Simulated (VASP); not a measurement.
# HfO2 (R-3m) in VASP: a series of runs, part 2 of 2

VASP 6.6.1. Earlier steps stand in the parts before.

## (4) Single point, PBE

This run uses another cell than the first one, of 10.45 Å³/atom, 1.029 times its volume.

The input, INCAR:

```
SYSTEM = HfO2
ALGO = Normal
EDIFF = 1E-6
ENCUT = 520
GGA = PE
ISIF = 2
ISMEAR = 0
LASPH = .True.
LCHARG = .False.
LREAL = .False.
LWAVE = .False.
NBANDS = 18
NELM = 100
PREC = Accurate
SIGMA = 0.05
```

The input, KPOINTS:

```
k-points
0
Gamma
  8 8 8
  0 0 0
```

The input, POSCAR:

```
HfO2
1.0
   -0.0666254984      2.4698782483      2.4698782483
    2.4698782483     -0.0666254984      2.4698782483
    2.4698782483      2.4698782483     -0.0666254984
Hf O
1 2
Direct
    0.0000000000      0.0000000000      0.0000000000
    0.2500000000      0.2500000000      0.2500000000
    0.7500000000      0.7500000000      0.7500000000
```

Potentials or basis: VASP PAW PBE potentials, release 64 (Hf_pv, O).

On the command line:

```bash
> cat potpaw_PBE.64/Hf_pv/POTCAR potpaw_PBE.64/O/POTCAR > POTCAR
> mpirun -np 1 vasp_std > vasp.out
```

OUTCAR:

```text
SYSTEM = HfO2
   EDIFF = 1E-6
   ENCUT = 520
   GGA = PE
   ISIF = 2
   ISMEAR = 0
   LASPH = .True.
   LREAL = .False.
   NELM = 100
   PREC = Accurate

 ion  position               nearest neighbor table
   1  0.000  0.000  0.000-   2 2.11   3 2.11   3 2.19   3 2.19   2 2.19   2 2.19   3 2.19   2 2.19

   2  0.250  0.250  0.250-   1 2.11   1 2.19   1 2.19   1 2.19
   3  0.750  0.750  0.750-   1 2.11   1 2.19   1 2.19   1 2.19

  LATTYP: Found a trigonal (rhomboedric) cell.
 ALAT       =     3.4935706777
 COS(alpha) =     0.4728527458

  Lattice vectors:

 A1 = (  -0.0666254984,   2.4698782483,   2.4698782483)
 A2 = (   2.4698782483,  -0.0666254984,   2.4698782483)
 A3 = (   2.4698782483,   2.4698782483,  -0.0666254984)

Analysis of symmetry for initial positions (statically):
=====================================================================
 Subroutine PRICEL returns:
 Original cell was already a primitive cell.

 Routine SETGRP: Setting up the symmetry group for a
 trigonal (rhombohedral) supercell.

[... 166 lines left out ...]

  energy without entropy =      -30.17787271  energy(sigma->0) =      -30.17787271

 E-fermi :   4.8993     XC(G=0): -12.0449

 val. band max:        4.6021442154   @ k =   0.5000   0.5000   0.0000
 cond. band min:       8.5252824396   @ k =   0.5000   0.5000   0.0000
 fundamental gap:      3.9231382242
 Fermi energy:         4.8992770777

 k-point     1 :       0.0000    0.0000    0.0000
  band No.  band energies     occupation
      1     -24.9004      2.00000
      2     -24.9004      2.00000
      3     -24.8898      2.00000
      4     -14.3692      2.00000
      5     -11.1354      2.00000
      6      -1.0051      2.00000
[... 481 lines left out ...]
      5     -11.9072      2.00000
      6      -0.4045      2.00000
[... 10 lines left out ...]
     17      15.2497      0.00000
     18      17.6690      0.00000

 [... further k-points ...]

------------------------ aborting loop because EDIFF is reached ----------------------------------------

  FORCE on cell =-STRESS in cart. coord.  units (eV):
  Direction    XX          YY          ZZ          XY          YZ          ZX
  --------------------------------------------------------------------------------------
  -------------------------------------------------------------------------------------
  Total        2.2595158      2.2595158      2.2595158      0.6858404      0.6858404      0.6858404
  in kB      115.4640714    115.4640714    115.4640714     35.0472988     35.0472988     35.0472988
  external PRESSURE =     115.4640714 kB  Pullay stress =       0.0000000 kB

 VOLUME and BASIS-vectors are now :
 -----------------------------------------------------------------------------
  energy-cutoff  :      520.00
  volume of cell :       31.35
      direct lattice vectors                 reciprocal lattice vectors
    -0.066625498  2.469878248  2.469878248    -0.194426677  0.199816778  0.199816778
     2.469878248 -0.066625498  2.469878248     0.199816778 -0.194426677  0.199816778
     2.469878248  2.469878248 -0.066625498     0.199816778  0.199816778 -0.194426677

 POSITION                                       TOTAL-FORCE (eV/Angst)
 -----------------------------------------------------------------------------------
      0.00000      0.00000      0.00000         0.000000      0.000000      0.000000
      1.21828      1.21828      1.21828         0.283878      0.283878      0.283878
      3.65485      3.65485      3.65485        -0.283878     -0.283878     -0.283878
 -----------------------------------------------------------------------------------
    total drift:                                0.000000      0.000000      0.000000

  FREE ENERGIE OF THE ION-ELECTRON SYSTEM (eV)
  ---------------------------------------------------
  free  energy   TOTEN  =       -30.1778727135 eV

  energy  without entropy=      -30.1778727135  energy(sigma->0) =      -30.17787271
```

It took 21 s on 1 thread of Intel Xeon Platinum 8488C (Sapphire Rapids), shared host; peak memory 0.17 GiB.

What came out:

- Free energy: -30.1779 eV
- Pressure: 11.5 GPa
- Largest force: 0.492 eV/Å
- Band gap on the k mesh: 3.92 eV, direct

Forces on the atoms (eV/Å):
```
Hf   0.000  0.000  0.000
O    0.284  0.284  0.284
O   -0.284 -0.284 -0.284
```

Stress tensor (GPa, compression positive):
```
11.55  3.50  3.50
 3.50 11.55  3.50
 3.50  3.50 11.55
```

Caveat: spin-orbit coupling is left out, which moves the levels of the heavy elements. A hybrid or GW would open this gap; PBE tends to underestimate it.

## (5) Single point, PBE

This run uses another cell than the first one, of 10.75 Å³/atom, 1.058 times its volume.

The input, INCAR:

```
PREC = Accurate ; ENCUT = 520
EDIFF = 1E-7 ; ISMEAR = 0
SIGMA = 0.05 ; LREAL = F
LASPH = T ; NELM = 80
ALGO = Normal ; ISIF = 2
LWAVE = F ; LCHARG = F
GGA = PE ; NBANDS = 18
```

The input, KPOINTS:

```
regular mesh
0
Gamma
  8 8 8
```

The input, POSCAR:

```
HfO2
1.0
   -0.0672465694      2.4929020128      2.4929020128
    2.4929020128     -0.0672465694      2.4929020128
    2.4929020128      2.4929020128     -0.0672465694
Hf O
1 2
Direct
    0.0000000000      0.0000000000      0.0000000000
    0.2500000000      0.2500000000      0.2500000000
    0.7500000000      0.7500000000      0.7500000000
```

Potentials or basis: VASP PAW PBE potentials, release 64 (Hf_pv, O).

On the command line:

```bash
> cat potpaw_PBE.64/Hf_pv/POTCAR potpaw_PBE.64/O/POTCAR > POTCAR
> mpirun -np 1 vasp_std > vasp.out
```

OUTCAR:

```text
PREC = Accurate
   ENCUT = 520
   EDIFF = 1E-7
   ISMEAR = 0
   LREAL = F
   LASPH = T
   NELM = 80
   ISIF = 2
   GGA = PE

 ion  position               nearest neighbor table
   1  0.000  0.000  0.000-   2 2.13   3 2.13   3 2.21   3 2.21   3 2.21   2 2.21   2 2.21   2 2.21

   2  0.250  0.250  0.250-   1 2.13   1 2.21   1 2.21   1 2.21
   3  0.750  0.750  0.750-   1 2.13   1 2.21   1 2.21   1 2.21

  LATTYP: Found a trigonal (rhomboedric) cell.
 ALAT       =     3.5261371204
 COS(alpha) =     0.4728527458

  Lattice vectors:

 A1 = (  -0.0672465694,   2.4929020128,   2.4929020128)
 A2 = (   2.4929020128,  -0.0672465694,   2.4929020128)
 A3 = (   2.4929020128,   2.4929020128,  -0.0672465694)

Analysis of symmetry for initial positions (statically):
=====================================================================
 Subroutine PRICEL returns:
 Original cell was already a primitive cell.

 Routine SETGRP: Setting up the symmetry group for a
 trigonal (rhombohedral) supercell.

 Subroutine GETGRP returns: Found 12 space group operations
 (whereof 12 operations were pure point group operations)
 out of a pool of 12 trial point group operations.

The static configuration has the point symmetry D_3d.

Analysis of symmetry for dynamics (positions and initial velocities):
=====================================================================
 Subroutine PRICEL returns:
 Original cell was already a primitive cell.

 Routine SETGRP: Setting up the symmetry group for a
 trigonal (rhombohedral) supercell.

 Subroutine GETGRP returns: Found 12 space group operations
 (whereof 12 operations were pure point group operations)
 out of a pool of 12 trial point group operations.

The dynamic configuration has the point symmetry D_3d.

 Subroutine INISYM returns: Found 12 space group operations
 (whereof 12 operations are pure point group operations),
 and found     1 'primitive' translations

----------------------------------------------------------------------------------------

                                     Primitive cell

  volume of cell :      32.2380

  direct lattice vectors                    reciprocal lattice vectors
    -0.067246569  2.492902013  2.492902013    -0.192631005  0.197971324  0.197971324
     2.492902013 -0.067246569  2.492902013     0.197971324 -0.192631005  0.197971324
     2.492902013  2.492902013 -0.067246569     0.197971324  0.197971324 -0.192631005

  length of vectors
     3.526137120  3.526137120  3.526137120     0.339841131  0.339841131  0.339841131

  position of ions in fractional coordinates (direct lattice)
     0.000000000  0.000000000  0.000000000
     0.250000000  0.250000000  0.250000000
     0.750000000  0.750000000  0.750000000

  ion indices of the primitive-cell ions
   primitive index   ion index
                 1           1
                 2           2
                 3           3

----------------------------------------------------------------------------------------

 KPOINTS: regular mesh

Automatic generation of k-mesh.
 Grid dimensions read from file:
 generate k-points for:    8    8    8

 Generating k-lattice:

  Cartesian coordinates                     Fractional coordinates (reciprocal lattice)
    -0.024078876  0.024746416  0.024746416     0.125000000  0.000000000  0.000000000
     0.024746416 -0.024078876  0.024746416     0.000000000  0.125000000  0.000000000
     0.024746416  0.024746416 -0.024078876     0.000000000  0.000000000  0.125000000

  Length of vectors
     0.042480141  0.042480141  0.042480141

  Shift w.r.t. Gamma in fractional coordinates (k-lattice)
     0.000000000  0.000000000  0.000000000

 Subroutine IBZKPT returns following result:
 ===========================================

 Found     65 irreducible k-points:

 Following reciprocal coordinates:
            Coordinates               Weight
  0.000000  0.000000  0.000000      1.000000
  0.125000 -0.000000 -0.000000      6.000000
  0.250000 -0.000000 -0.000000      6.000000
  0.375000  0.000000 -0.000000      6.000000
  0.500000 -0.000000 -0.000000      3.000000
  0.125000  0.125000 -0.000000      6.000000
[... 16 lines left out ...]
  0.250000  0.125000  0.125000      6.000000
  0.375000  0.125000  0.125000      6.000000
 [... further k-points ...]
   k-points           NKPTS =     65   k-points in BZ     NKDIM =     65   number of bands    NBANDS=     18
   number of dos      NEDOS =    301   number of ions     NIONS =      3
   total plane-waves  NPLWV =  21952
   dimension x,y,z NGX =    28 NGY =   28 NGZ =   28
   dimension x,y,z NGXF=    56 NGYF=   56 NGZF=   56
   ions per type =               1   2
   NGX,Y,Z   is equivalent  to a cutoff of  13.20, 13.20, 13.20 a.u.
   NGXF,Y,Z  is equivalent  to a cutoff of  26.40, 26.40, 26.40 a.u.
 SYSTEM =  unknown system
   PREC   = accura    normal or accurate (medium, high low for compatibility)
   ISTART =      0    job   : 0-new  1-cont  2-samecut
   ICHARG =      2    charge: 1-file 2-atom 10-const
   ISPIN  =      1    spin polarized calculation?
   LNONCOLLINEAR =      F non collinear calculations
   LSORBIT =      F    spin-orbit coupling
   LASPH  =      T    aspherical Exc in radial PAW
   ENCUT  =  520.0 eV  38.22 Ry    6.18 a.u.   6.56  6.56  6.56*2*pi/ulx,y,z
   NELM   =     80;   NELMIN=  2; NELMDL= -5     # of ELM steps
   EDIFF  = 0.1E-06   stopping-criterion for ELM
   LREAL  =      F    real-space projection
   EDIFFG = 0.1E-05   stopping-criterion for IOM
   NSW    =      0    number of steps for IOM
   IBRION =     -1    ionic relax: 0-MD 1-quasi-New 2-CG
   NFREE  =      0    steps in history (QN), initial steepest desc. (CG)
   ISIF   =      2    stress and relaxation
   ISYM   =      2    0-nonsym 1-usesym 2-fastsym
   POTIM  = 0.5000    time-step for ionic-motion
   TEBEG  =    0.0;   TEEND  =   0.0 temperature during run
   PSTRESS=    0.0 pullay stress
   NELECT =      22.0000    total number of electrons
   NUPDOWN=      -1.0000    fix difference up-down
   EMIN   =  10.00;   EMAX   =-10.00  energy-range for DOS
   EFERMI =   0.00;   METHOD = LEGACY
   ISMEAR =     0;   SIGMA  =   0.05  broadening in eV -4-tet -1-fermi 0-gaus
   EFERMI_NEDOS =   21; number of points for ismear=-14 and -15
   IALGO  =     38    algorithm
   IMIX   =      4    mixing-type and parameters
     AMIX     =   0.40;   BMIX     =  1.00
     AMIX_MAG =   1.60;   BMIX_MAG =  1.00
  volume/ion in A,a.u.               =      10.75        72.52
  Fermi-wavevector in a.u.,A,eV,Ry     =   1.441318  2.723695 28.264695  2.077396
  Thomas-Fermi vector in A             =   2.559963
   LORBIT       =      0    0 simple, 1 ext, 2 COOP (PROOUT), +10 PAW based schemes
   GGA     = PE    functional components
   LHFCALC =     F    Hartree Fock is set to
   AEXX    =    0.0000 exact exchange contribution
   IVDW    =     0    specifies the selected vdW correction
   LEPSILON=     F    determine dielectric tensor
   LRPA    =     F    only Hartree local field effects (RPA)
 non-spin polarized calculation
 Gauss-broadening in eV      SIGMA  =   0.05
  energy-cutoff  :      520.00
  volume of cell :       32.24
 maximum number of plane-waves:       887
 NGX is ok and might be reduce to    28
   NGX = 13   NGY = 13   NGZ = 13

 number of electron      21.9999998 magnetization

 Free energy of the ion-electron system (eV)
  ---------------------------------------------------
  ext. energy  EPLUGINS =         0.00000000
  ---------------------------------------------------
  free energy    TOTEN  =       -30.22064327 eV

  energy without entropy =      -30.22064327  energy(sigma->0) =      -30.22064327

 E-fermi :   4.6013     XC(G=0): -11.8944

 val. band max:        4.3591283469   @ k =   0.5000   0.5000  -0.0000
 cond. band min:       8.2068124805   @ k =   0.5000   0.5000  -0.0000
 fundamental gap:      3.8476841336
 Fermi energy:         4.6012699292

 k-point     1 :       0.0000    0.0000    0.0000
  band No.  band energies     occupation
      1     -25.2719      2.00000
      2     -25.2719      2.00000
      3     -25.2568      2.00000
      4     -14.4352      2.00000
      5     -11.3446      2.00000
      6      -1.0706      2.00000
[... 10 lines left out ...]
     17      15.2635      0.00000
     18      17.9315      0.00000
[... 466 lines left out ...]
      2     -25.3403      2.00000
      3     -25.2993      2.00000
      4     -13.3707      2.00000
      5     -12.0800      2.00000
      6      -0.5021      2.00000
[... 10 lines left out ...]
     17      14.7065      0.00000
     18      17.1044      0.00000

 [... further k-points ...]

------------------------ aborting loop because EDIFF is reached ----------------------------------------

  FORCE on cell =-STRESS in cart. coord.  units (eV):
  Direction    XX          YY          ZZ          XY          YZ          ZX
  --------------------------------------------------------------------------------------
  -------------------------------------------------------------------------------------
  Total        0.7356746      0.7356746      0.7356746      0.6051915      0.6051915      0.6051915
  in kB       36.5618556     36.5618556     36.5618556     30.0770547     30.0770547     30.0770547
  external PRESSURE =      36.5618556 kB  Pullay stress =       0.0000000 kB

 VOLUME and BASIS-vectors are now :
 -----------------------------------------------------------------------------
  energy-cutoff  :      520.00
  volume of cell :       32.24
      direct lattice vectors                 reciprocal lattice vectors
    -0.067246569  2.492902013  2.492902013    -0.192631005  0.197971324  0.197971324
     2.492902013 -0.067246569  2.492902013     0.197971324 -0.192631005  0.197971324
     2.492902013  2.492902013 -0.067246569     0.197971324  0.197971324 -0.192631005

 POSITION                                       TOTAL-FORCE (eV/Angst)
 -----------------------------------------------------------------------------------
      0.00000      0.00000      0.00000         0.000000     -0.000000      0.000000
      1.22964      1.22964      1.22964         0.237667      0.237667      0.237667
      3.68892      3.68892      3.68892        -0.237667     -0.237667     -0.237667
 -----------------------------------------------------------------------------------
    total drift:                                0.000000      0.000000      0.000000

  FREE ENERGIE OF THE ION-ELECTRON SYSTEM (eV)
  ---------------------------------------------------
  free  energy   TOTEN  =       -30.2206432724 eV

  energy  without entropy=      -30.2206432724  energy(sigma->0) =      -30.22064327
```

OSZICAR:

```text
N       E                     dE             d eps       ncg     rms          rms(c)
DAV:   1     0.934601509324E+02    0.93460E+02   -0.12683E+04  2348   0.121E+03
DAV:   2    -0.316072195324E+02   -0.12507E+03   -0.12049E+03  2984   0.291E+02
DAV:   3    -0.359505973198E+02   -0.43434E+01   -0.43241E+01  2718   0.477E+01
DAV:   4    -0.359755783452E+02   -0.24981E-01   -0.24976E-01  2832   0.404E+00
DAV:   5    -0.359757358744E+02   -0.15753E-03   -0.15753E-03  2668   0.301E-01    0.494E+01
DAV:   6    -0.303434455165E+02    0.56323E+01   -0.19923E+01  2384   0.324E+01    0.425E+01
DAV:   7    -0.302552479808E+02    0.88198E-01   -0.66212E-01  2684   0.670E+00    0.294E+01
DAV:   8    -0.302410502782E+02    0.14198E-01   -0.26762E-01  2568   0.477E+00    0.953E+00
DAV:   9    -0.302204393709E+02    0.20611E-01   -0.64490E-02  2446   0.212E+00    0.265E+00
DAV:  10    -0.302205817502E+02   -0.14238E-03   -0.32021E-03  2698   0.436E-01    0.214E-01
DAV:  11    -0.302206308693E+02   -0.49119E-04   -0.16670E-04  2790   0.113E-01    0.203E-01
DAV:  12    -0.302206421588E+02   -0.11289E-04   -0.34144E-05  2578   0.393E-02    0.116E-02
DAV:  13    -0.302206430807E+02   -0.92190E-06   -0.14820E-06  2748   0.922E-03    0.217E-03
DAV:  14    -0.302206433313E+02   -0.25057E-06   -0.16401E-07  2530   0.278E-03    0.545E-03
DAV:  15    -0.302206432724E+02    0.58918E-07   -0.66005E-09  1614   0.579E-04
   1 F= -.30220643E+02 E0= -.30220643E+02  d E =-.107828E-13
```

stdout:

```text
POSCAR found type information on POSCAR HfO
 POSCAR found :  2 types and       3 ions
 scaLAPACK will be used
 LDA part: xc-table for (Slater+PW92), standard interpolation
 POSCAR, INCAR and KPOINTS ok, starting setup
 FFT: planning ... GRIDC
 FFT: planning ... GRID_SOFT
 FFT: planning ... GRID
 WAVECAR not read
 entering main loop
```

It took 26 s on 1 thread of Intel Xeon Platinum 8488C (Sapphire Rapids), shared host; peak memory 0.18 GiB.

Results:

| Item | Value |
| --- | --- |
| Free energy | -30.2206 eV |
| Pressure | 3.7 GPa |
| Largest force | 0.412 eV/Å |
| Band gap on the k mesh | 3.85 eV, direct |

Forces in eV/Å, atoms in the order of the input:
```
Hf   0.000  0.000  0.000
O    0.238  0.238  0.238
O   -0.238 -0.238 -0.238
```

Levels at points of the mesh, in eV from the valence-band top:
```
           k point  band 8  band 9  band 10  band 11  band 12  band 13  band 14  band 15
(0.00, 0.00, 0.00)   -5.35   -0.63    -0.59    -0.59     3.92     3.92     5.92    10.40
(0.50, 0.00, 0.00)   -3.02   -2.77    -1.88    -1.74     4.52     4.77     6.96     9.13
(0.50, 0.50, 0.00)   -3.36   -1.72    -1.37     0.00     3.85     5.59     6.67     8.00
(0.50, 0.50, 0.50)   -3.21   -2.66    -1.89    -1.89     4.76     4.76     7.48     9.08
```

Caveat: spin-orbit coupling is left out, which moves the levels of the heavy elements. A k mesh can miss the band edges.

## (6) Overview

```tsv
cell	gap on the mesh (eV)	pressure (GPa)	largest force (eV/Å)
a = 3.554 Å, angles 58.2°, 3 atoms	4.00	20.6	0.44
a = 3.588 Å, angles 58.2°, 3 atoms	3.92	11.5	0.37
a = 3.494 Å, angles 61.8°, 3 atoms	3.92	11.5	0.49
a = 3.526 Å, angles 61.8°, 3 atoms	3.85	3.7	0.41
```

Alike in all rows: task single point; level PBE; potentials or basis VASP PAW PBE potentials, release 64 (Hf_pv, O); no spin polarisation; k mesh 8 × 8 × 8; cutoff (eV) 520; smearing gaussian 0.05 eV.

Caveats: spin-orbit coupling is left out, which moves the levels of the heavy elements.

Total energies depend on the potentials used, so only differences within one code and one set of settings carry meaning.
